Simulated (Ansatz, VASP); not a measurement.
MgO in VASP and in Ansatz

The input INCAR:

```
PREC     = Accurate       # precision mode
ENCUT    = 520            # plane-wave cutoff, eV
EDIFF    = 1E-6           # SCF threshold, eV
ISMEAR   = 0              # smearing method
SIGMA    = 0.05           # smearing width, eV
LREAL    = F              # projectors in reciprocal space
LASPH    = T              # aspherical terms in the spheres
NELM     = 80             # most SCF steps
ALGO     = Normal         # electronic algorithm
ISIF     = 2              # what is computed and relaxed
LWAVE    = F              # write WAVECAR
LCHARG   = T              # write CHGCAR
GGA      = PE             # functional
LELF     = T              # ELF
LVHAR    = T            
NBANDS   = 36             # bands
```

File KPOINTS:

```
regular mesh
0
Gamma
  9 9 2
```

POSCAR

```
MgO
1.0
    2.1351500000     -2.1351500000      0.0000000000
    2.1351500000      0.0000000000     -2.1351500000
    8.6849375673      8.6849375673      8.6849375673
Mg O
6 6
Direct
    0.6666666667      0.6666666667      0.0409741959
    0.0000000000      0.0000000000      0.8604581141
    0.3333333333      0.3333333333      0.2048709795
    0.6666666667      0.6666666667      0.5326645468
    0.0000000000      0.0000000000      0.3687677632
    0.3333333333      0.3333333333      0.6965613304
    0.6666666667      0.6666666667      0.2868193714
    0.0000000000      0.0000000000      0.1229225877
    0.3333333333      0.3333333333      0.4507161550
    0.6666666667      0.6666666667      0.7785097223
    1.0000000000      1.0000000000      0.6146129386
    0.3333333333      0.3333333333      0.9424065059
```

Input for Ansatz:

```yaml
crystal:
  lattice:
    - [2.13515, -2.13515, 0.0]
    - [2.13515, 0.0, -2.13515]
    - [8.6849375673, 8.6849375673, 8.6849375673]
  atoms:
    - { symbol: Mg, position: [0.6666666667, 0.6666666667, 0.0409741959] }
    - { symbol: Mg, position: [0.0, 0.0, 0.8604581141] }
    - { symbol: Mg, position: [0.3333333333, 0.3333333333, 0.2048709795] }
    - { symbol: Mg, position: [0.6666666667, 0.6666666667, 0.5326645468] }
    - { symbol: Mg, position: [0.0, 0.0, 0.3687677632] }
    - { symbol: Mg, position: [0.3333333333, 0.3333333333, 0.6965613304] }
    - { symbol: O, position: [0.6666666667, 0.6666666667, 0.2868193714] }
    - { symbol: O, position: [0.0, 0.0, 0.1229225877] }
    - { symbol: O, position: [0.3333333333, 0.3333333333, 0.450716155] }
    - { symbol: O, position: [0.6666666667, 0.6666666667, 0.7785097223] }
    - { symbol: O, position: [1.0, 1.0, 0.6146129386] }
    - { symbol: O, position: [0.3333333333, 0.3333333333, 0.9424065059] }
basis:
  ecutwfc: 420
kpoints:
  mp_grid: { grid: [9, 9, 2] }
hamiltonian:
  xc: pbe
scf:
  occupations: { method: gaussian, width: 0.05 }
output:
  forces: true
  stress: true
  eigenvalues: true
```

Alike in both runs: task single point; functional PBE; k mesh 9 × 9 × 2; occupations gaussian, width 0.05 eV; no spin polarisation.

|  | VASP | Ansatz |
| --- | --- | --- |
| version | VASP 6.6.1 | Ansatz 0.2.0 |
| potentials or method | VASP PAW PBE potentials, release 64 (Mg, O), cutoff 520 eV | scalar-relativistic, plane waves, PAW |
| valence electrons in the cell | 48 | 96 |

|  | VASP | Ansatz | Ansatz less VASP |
| --- | --- | --- | --- |
| gap on the k mesh at the Fermi level (eV) | 3.24 | 3.27 | +0.034 |
| least direct gap on the mesh (eV) | 3.24 | 3.27 | +0.034 |
| pressure (GPa) | -4.2 | -3.5 | +0.71 |
| traceless stress, the component that is largest in VASP (GPa) | -1.70 | -1.69 | +0.008 |
| rms of the force components (eV/Å) | 0.426 | 0.424 | -0.0022 |

Atom by atom the forces differ by 0.003 eV/Å (rms over components). With one functional, cell and mesh, what is left measures potentials, basis and numerics. VASP's potentials hold 48 valence electrons a cell and Ansatz's 96, so a difference there can come from the potentials and not from the codes.
